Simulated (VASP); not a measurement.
# AlNi (Pm-3m) in VASP: notebook

AlNi is run at these levels: PBEsol, r2SCAN; tasks: electric field gradients.

Program: VASP 6.6.1. These are calculated values, not measurements. Logs are shortened: lines on timing, memory, paths and dates and some standing lists are left out, and cuts for length are marked.

## Step 1: The cell of the first run

The structure is cubic, space group Pm-3m (No. 221). Conventional cell: a = 2.881 Å, b = 2.881 Å, c = 2.881 Å, α = 90.00°, β = 90.00°, γ = 90.00°. Within 3.3 Å of Al (site symmetry m-3m) lie 8 Ni at 2.50 Å and 6 Al at 2.88 Å. Within 3.3 Å of Ni (site symmetry m-3m) lie 8 Al at 2.50 Å and 6 Ni at 2.88 Å.

## Step 2: Electric field gradients, PBEsol, collinear spin, ferromagnetic start

Contents of INCAR:

```
ALGO = Normal
EDIFF = 1E-8
ENCUT = 520
GGA = PS
ISIF = 2
ISMEAR = -1
ISPIN = 2
LASPH = True
LCHARG = False
LEFG = True
LMAXMIX = 4
LORBIT = 11
LREAL = False
LWAVE = False
MAGMOM = 0 1.5
NBANDS = 18
NELM = 150
PREC = Accurate
SIGMA = 0.05
```

Contents of KPOINTS:

```
k-points
0
Gamma
  13 13 13
```

Contents of POSCAR:

```
AlNi
1.0
    2.8810000000      0.0000000000      0.0000000000
    0.0000000000      2.8810000000      0.0000000000
    0.0000000000      0.0000000000      2.8810000000
Al Ni
1 1
Direct
    0.0000000000      0.0000000000      0.0000000000
    0.5000000000      0.5000000000      0.5000000000
```

Potentials or basis: VASP PAW PBE potentials, release 64 (Al, Ni).

On the command line:

```
$ cat potpaw_PBE.64/Al/POTCAR potpaw_PBE.64/Ni/POTCAR > POTCAR
$ mpirun -np 1 vasp_std > vasp.out
```

OUTCAR:

```text
EDIFF = 1E-8
   ENCUT = 520
   GGA = PS
   ISIF = 2
   ISMEAR = -1
   ISPIN = 2
   LASPH = True
   LORBIT = 11
   LREAL = False
   NELM = 150
   PREC = Accurate

 ion  position               nearest neighbor table
   1  0.000  0.000  0.000-   2 2.50   2 2.50   2 2.50   2 2.50   2 2.50   2 2.50   2 2.50   2 2.50

   2  0.500  0.500  0.500-   1 2.50   1 2.50   1 2.50   1 2.50   1 2.50   1 2.50   1 2.50   1 2.50

  LATTYP: Found a simple cubic cell.
 ALAT       =     2.8810000000

  Lattice vectors:

 A1 = (   2.8810000000,   0.0000000000,   0.0000000000)
 A2 = (   0.0000000000,   2.8810000000,   0.0000000000)
 A3 = (   0.0000000000,   0.0000000000,   2.8810000000)

Analysis of symmetry for initial positions (statically):
=====================================================================
 Subroutine PRICEL returns:
 Original cell was already a primitive cell.

 Routine SETGRP: Setting up the symmetry group for a
 simple cubic supercell.

 Subroutine GETGRP returns: Found 48 space group operations
 (whereof 48 operations were pure point group operations)
 out of a pool of 48 trial point group operations.

The static configuration has the point symmetry O_h .

Analysis of symmetry for dynamics (positions and initial velocities):
=====================================================================
 Subroutine PRICEL returns:
 Original cell was already a primitive cell.

 Routine SETGRP: Setting up the symmetry group for a
 simple cubic supercell.

 Subroutine GETGRP returns: Found 48 space group operations
 (whereof 48 operations were pure point group operations)
 out of a pool of 48 trial point group operations.

The dynamic configuration has the point symmetry O_h .

Analysis of structural, dynamic, and magnetic symmetry:
=====================================================================
 Subroutine PRICEL returns:
 Original cell was already a primitive cell.

 Routine SETGRP: Setting up the symmetry group for a
 simple cubic supercell.

 Subroutine GETGRP returns: Found 48 space group operations
 (whereof 48 operations were pure point group operations)
 out of a pool of 48 trial point group operations.

The overall configuration has the point symmetry O_h .

 Subroutine INISYM returns: Found 48 space group operations
 (whereof 48 operations are pure point group operations),
 and found     1 'primitive' translations

----------------------------------------------------------------------------------------

                                     Primitive cell

  volume of cell :      23.9128

  direct lattice vectors                    reciprocal lattice vectors
     2.881000000  0.000000000  0.000000000     0.347101701  0.000000000  0.000000000
     0.000000000  2.881000000  0.000000000     0.000000000  0.347101701  0.000000000
     0.000000000  0.000000000  2.881000000     0.000000000  0.000000000  0.347101701

  length of vectors
     2.881000000  2.881000000  2.881000000     0.347101701  0.347101701  0.347101701

  position of ions in fractional coordinates (direct lattice)
     0.000000000  0.000000000  0.000000000
     0.500000000  0.500000000  0.500000000

  ion indices of the primitive-cell ions
   primitive index   ion index
                 1           1
                 2           2

----------------------------------------------------------------------------------------

 KPOINTS: k-points

Automatic generation of k-mesh.
 Grid dimensions read from file:
 generate k-points for:   13   13   13

 Generating k-lattice:

  Cartesian coordinates                     Fractional coordinates (reciprocal lattice)
     0.026700131  0.000000000  0.000000000     0.076923077  0.000000000  0.000000000
     0.000000000  0.026700131  0.000000000     0.000000000  0.076923077  0.000000000
     0.000000000  0.000000000  0.026700131     0.000000000  0.000000000  0.076923077

  Length of vectors
     0.026700131  0.026700131  0.026700131

  Shift w.r.t. Gamma in fractional coordinates (k-lattice)
     0.000000000  0.000000000  0.000000000

 Subroutine IBZKPT returns following result:
 ===========================================

 Found     84 irreducible k-points:

 Following reciprocal coordinates:
            Coordinates               Weight
  0.000000  0.000000  0.000000      1.000000
  0.076923  0.000000  0.000000      6.000000
  0.153846  0.000000  0.000000      6.000000
  0.230769  0.000000  0.000000      6.000000
  0.307692  0.000000  0.000000      6.000000
  0.384615  0.000000  0.000000      6.000000
[... 16 lines left out ...]
  0.307692  0.307692  0.000000     12.000000
  0.384615  0.307692  0.000000     24.000000
 [... further k-points ...]
   k-points           NKPTS =     84   k-points in BZ     NKDIM =     84   number of bands    NBANDS=     18
   number of dos      NEDOS =    301   number of ions     NIONS =      2
   total plane-waves  NPLWV =  13824
   dimension x,y,z NGX =    24 NGY =   24 NGZ =   24
   dimension x,y,z NGXF=    48 NGYF=   48 NGZF=   48
   ions per type =               1   1
   NGX,Y,Z   is equivalent  to a cutoff of  13.85, 13.85, 13.85 a.u.
   NGXF,Y,Z  is equivalent  to a cutoff of  27.70, 27.70, 27.70 a.u.
 SYSTEM =  unknown system
   PREC   = accura    normal or accurate (medium, high low for compatibility)
   ISTART =      0    job   : 0-new  1-cont  2-samecut
   ICHARG =      2    charge: 1-file 2-atom 10-const
   ISPIN  =      2    spin polarized calculation?
   LNONCOLLINEAR =      F non collinear calculations
   LSORBIT =      F    spin-orbit coupling
   LASPH  =      T    aspherical Exc in radial PAW
   ENCUT  =  520.0 eV  38.22 Ry    6.18 a.u.   5.36  5.36  5.36*2*pi/ulx,y,z
   NELM   =    150;   NELMIN=  2; NELMDL= -5     # of ELM steps
   EDIFF  = 0.1E-07   stopping-criterion for ELM
   LREAL  =      F    real-space projection
   EDIFFG = 0.1E-06   stopping-criterion for IOM
   NSW    =      0    number of steps for IOM
   IBRION =     -1    ionic relax: 0-MD 1-quasi-New 2-CG
   NFREE  =      0    steps in history (QN), initial steepest desc. (CG)
   ISIF   =      2    stress and relaxation
   ISYM   =      2    0-nonsym 1-usesym 2-fastsym
   POTIM  = 0.5000    time-step for ionic-motion
   TEBEG  =    0.0;   TEEND  =   0.0 temperature during run
   PSTRESS=    0.0 pullay stress
   NELECT =      13.0000    total number of electrons
   NUPDOWN=      -1.0000    fix difference up-down
   EMIN   =  10.00;   EMAX   =-10.00  energy-range for DOS
   EFERMI =   0.00;   METHOD = LEGACY
   ISMEAR =    -1;   SIGMA  =   0.05  broadening in eV -4-tet -1-fermi 0-gaus
   EFERMI_NEDOS =   21; number of points for ismear=-14 and -15
   IALGO  =     38    algorithm
   IMIX   =      4    mixing-type and parameters
     AMIX     =   0.40;   BMIX     =  1.00
     AMIX_MAG =   1.60;   BMIX_MAG =  1.00
  volume/ion in A,a.u.               =      11.96        80.69
  Fermi-wavevector in a.u.,A,eV,Ry     =   1.336122  2.524904 24.289410  1.785221
  Thomas-Fermi vector in A             =   2.464773
   LORBIT       =     11    0 simple, 1 ext, 2 COOP (PROOUT), +10 PAW based schemes
   GGA     = PS    functional components
   LHFCALC =     F    Hartree Fock is set to
   AEXX    =    0.0000 exact exchange contribution
   IVDW    =     0    specifies the selected vdW correction
   LEPSILON=     F    determine dielectric tensor
   LRPA    =     F    only Hartree local field effects (RPA)
 spin polarized calculation
  energy-cutoff  :      520.00
  volume of cell :       23.91
 maximum number of plane-waves:       660
 NGX is ok and might be reduce to    24
   NGX = 11   NGY = 11   NGZ = 11

 number of electron      13.0000015 magnetization       0.0006686

 number of electron      13.0000015 magnetization      -0.0000020

 Free energy of the ion-electron system (eV)
  ---------------------------------------------------
  ext. energy  EPLUGINS =         0.00000000
  ---------------------------------------------------
  free energy    TOTEN  =       -11.58873981 eV

  energy without entropy =      -11.58390237  energy(sigma->0) =      -11.58632109

 E-fermi :   9.8801     XC(G=0): -12.1661

 val. band max:        9.8293911812   @ k =   0.3846   0.2308   0.1538
 cond. band min:       9.9389710531   @ k =   0.3846   0.3077   0.1538
 fundamental gap:      0.1095798719
 Fermi energy:         9.8800926526

 spin component 1

 k-point     1 :       0.0000    0.0000    0.0000
  band No.  band energies     occupation
      1      -1.2339      1.00000
      2       6.6611      1.00000
      3       6.6611      1.00000
      4       8.3560      1.00000
      5       8.3560      1.00000
      6       8.3560      1.00000
[... 10 lines left out ...]
     17      33.2535      0.00000
     18      33.2535      0.00000
[... 463 lines left out ...]
 k-point    24 :       0.3846    0.3077    0.0000
  band No.  band energies     occupation
      1       2.8649      1.00000
      2       5.7156      1.00000
      3       6.9788      1.00000
      4       7.5266      1.00000
      5       7.8354      1.00000
      6       7.9936      1.00000
[... 10 lines left out ...]
     17      31.7701      0.00000
     18      34.6538      0.00000

 [... further k-points ...]

 spin component 2

 k-point     1 :       0.0000    0.0000    0.0000
  band No.  band energies     occupation
      1      -1.2339      1.00000
      2       6.6611      1.00000
      3       6.6611      1.00000
      4       8.3560      1.00000
      5       8.3560      1.00000
      6       8.3560      1.00000
[... 10 lines left out ...]
     17      33.2535      0.00000
     18      33.2535      0.00000
[... 463 lines left out ...]
 k-point    24 :       0.3846    0.3077    0.0000
  band No.  band energies     occupation
      1       2.8649      1.00000
      2       5.7156      1.00000
      3       6.9788      1.00000
      4       7.5266      1.00000
      5       7.8354      1.00000
      6       7.9936      1.00000
[... 10 lines left out ...]
     17      31.7701      0.00000
     18      34.6538      0.00000

 [... further k-points ...]

------------------------ aborting loop because EDIFF is reached ----------------------------------------

  FORCE on cell =-STRESS in cart. coord.  units (eV):
  Direction    XX          YY          ZZ          XY          YZ          ZX
  --------------------------------------------------------------------------------------
  -------------------------------------------------------------------------------------
  Total       -0.4781297     -0.4781297     -0.4781297      0.0000000     -0.0000000      0.0000000
  in kB      -32.0351334    -32.0351334    -32.0351334      0.0000000     -0.0000000      0.0000000
  external PRESSURE =     -32.0351334 kB  Pullay stress =       0.0000000 kB

 VOLUME and BASIS-vectors are now :
 -----------------------------------------------------------------------------
  energy-cutoff  :      520.00
  volume of cell :       23.91
      direct lattice vectors                 reciprocal lattice vectors
     2.881000000  0.000000000  0.000000000     0.347101701  0.000000000  0.000000000
     0.000000000  2.881000000  0.000000000     0.000000000  0.347101701  0.000000000
     0.000000000  0.000000000  2.881000000     0.000000000  0.000000000  0.347101701

 POSITION                                       TOTAL-FORCE (eV/Angst)
 -----------------------------------------------------------------------------------
      0.00000      0.00000      0.00000         0.000000      0.000000      0.000000
      1.44050      1.44050      1.44050         0.000000      0.000000      0.000000
 -----------------------------------------------------------------------------------
    total drift:                                0.000000      0.000000     -0.000000

  FREE ENERGIE OF THE ION-ELECTRON SYSTEM (eV)
  ---------------------------------------------------
  free  energy   TOTEN  =       -11.5887398140 eV

  energy  without entropy=      -11.5839023748  energy(sigma->0) =      -11.58632109

 Electric field gradients (V/A^2)
---------------------------------------------------------------------
 ion       V_xx      V_yy      V_zz      V_xy      V_xz      V_yz
---------------------------------------------------------------------
   1      -0.000    -0.000    -0.000     0.000    -0.000     0.000
   2      -0.000     0.000    -0.000     0.000     0.000     0.000
---------------------------------------------------------------------

 Electric field gradients after diagonalization (V/A^2)
 (convention: |V_zz| > |V_xx| > |V_yy|)
----------------------------------------------------------------------
 ion       V_xx      V_yy      V_zz     asymmetry (V_yy - V_xx)/ V_zz
----------------------------------------------------------------------
   1      -0.000    -0.000    -0.000      -0.035
   2      -0.000     0.000    -0.000      -0.395
----------------------------------------------------------------------

           NMR quadrupolar parameters

 Cq : quadrupolar parameter    Cq=e*Q*V_zz/h
 eta: asymmetry parameters     (V_yy - V_xx)/ V_zz
 Q  : nuclear electric quadrupole moment in mb (millibarn)
----------------------------------------------------------------------
 ion       Cq(MHz)       eta       Q (mb)
----------------------------------------------------------------------
   1      -0.000      -0.035       1.000
   2      -0.000      -0.395       1.000
----------------------------------------------------------------------

 total charge

# of ion       s       p       d       tot
------------------------------------------
    1        0.383   0.412   0.000   0.795
    2        0.480   0.520   8.478   9.478
--------------------------------------------------
tot          0.862   0.932   8.478  10.273

 magnetization (x)

# of ion       s       p       d       tot
------------------------------------------
    1       -0.000   0.000   0.000  -0.000
    2       -0.000   0.000   0.000   0.000
--------------------------------------------------
tot         -0.000   0.000   0.000   0.000
```

Run time: 32 s. Hardware: 1 thread of AMD EPYC 9R45 (Zen 5), shared host; peak memory 0.16 GiB.

What came out:

```
Free energy                                           : -11.5887 eV
Pressure                                              : -3.2 GPa
Net moment                                            : 0.00 μB per cell
Valence electrons inside the program's atomic spheres : Al 0.80; Ni 9.48
```

Levels at points of the mesh, in eV from the Fermi level:
Spin up:
```
           k point  band 2  band 3  band 4  band 5  band 6  band 7  band 8  band 9  band 10  band 11
(0.00, 0.00, 0.00)   -3.22   -3.22   -1.52   -1.52   -1.52    5.51    5.51    5.51     8.16     8.16
```
Spin down:
```
           k point  band 3  band 4  band 5  band 6  band 7  band 8  band 9  band 10
(0.00, 0.00, 0.00)   -3.22   -1.52   -1.52   -1.52    5.51    5.51    5.51     8.16
```

Caveat: the starting moments collapsed, and a magnetic state may lie lower; without QUAD_EFG the Cq values of the log hold for a quadrupole moment of 1 mb, not for the nuclei; the PAW data sets were made with another functional, which shifts forces and pressure a little.

[end of part 1 of 2]
